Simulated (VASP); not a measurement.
# MnO: single point with LDA

The system is MnO.

```xyz
2
Lattice="0.0000 2.2414 2.2414 2.2414 0.0000 2.2414 2.2414 2.2414 0.0000" Properties=species:S:1:pos:R:3 pbc="T T T"
Mn    0.0000    0.0000    0.0000
O     2.2414    2.2414    2.2414
```

```json
{
 "Program": "VASP 6.6.1",
 "Task": "single point",
 "Functional": "LDA",
 "Potentials or basis": "VASP PAW LDA potentials, release 64 (Mn_pv, O)",
 "Cutoff": "520 eV",
 "k mesh": "10 × 10 × 10",
 "Occupations": "fermi-dirac, width 0.3 eV",
 "Spin": "collinear spin, ferromagnetic start",
 "Starting moments": "[4.0, 0.0] μB",
 "Dipole correction": "no",
 "Further INCAR settings": "ALGO = Normal; EDIFF = 1e-06; NBANDS = 20"
}
```

| Quantity | Value |
| --- | --- |
| Pressure | -21.1 GPa |
| Net moment | 4.38 μB per cell |
| Site moments | Mn +4.00; O +0.16 μB |
| Valence electrons inside the program's atomic spheres | Mn 11.36; O 4.91 |

Levels at points of the mesh, in eV from the Fermi level:
Spin up:
| k point | band 9 | band 10 | band 11 | band 12 | band 13 | band 14 | band 15 | band 16 |
| --- | --- | --- | --- | --- | --- | --- | --- | --- |
| (0.00, 0.00, 0.00) | -2.87 | -2.87 | -2.40 | -2.40 | -0.43 | 14.01 | 16.16 | 16.16 |
| (0.50, 0.00, 0.00) | -1.99 | -1.61 | 0.32 | 0.32 | 3.53 | 7.56 | 11.71 | 11.71 |
| (0.50, 0.50, 0.00) | -1.98 | -1.72 | -1.72 | -1.65 | 4.94 | 7.69 | 10.41 | 13.38 |
Spin down:
```tsv
k point	band 4	band 5	band 6	band 7	band 8	band 9	band 10	band 11
(0.00, 0.00, 0.00)	-19.41	-3.33	-3.33	-3.33	0.36	0.36	0.36	0.51
(0.50, 0.00, 0.00)	-18.46	-7.29	-4.82	-4.82	1.52	1.53	1.53	3.19
(0.50, 0.50, 0.00)	-18.49	-6.31	-4.28	-4.28	-1.10	1.53	1.73	1.94
```

Wall time 20 s on 1 thread of Intel(R) Xeon(R) Platinum 8488C (Sapphire Rapids) (shared host), peak memory 0.15 GiB.

Caveat: the cell stands under tension; so wide a smearing shifts energies and pressures; a cell with one magnetic atom can't hold antiferromagnetic order, which such compounds often take; semilocal functionals often make such compounds metallic where correlation or magnetic order opens a gap, which also shifts bond lengths. With open d or f shells a metallic result of LDA can be an artefact of self-interaction; +U or a hybrid may open a gap.
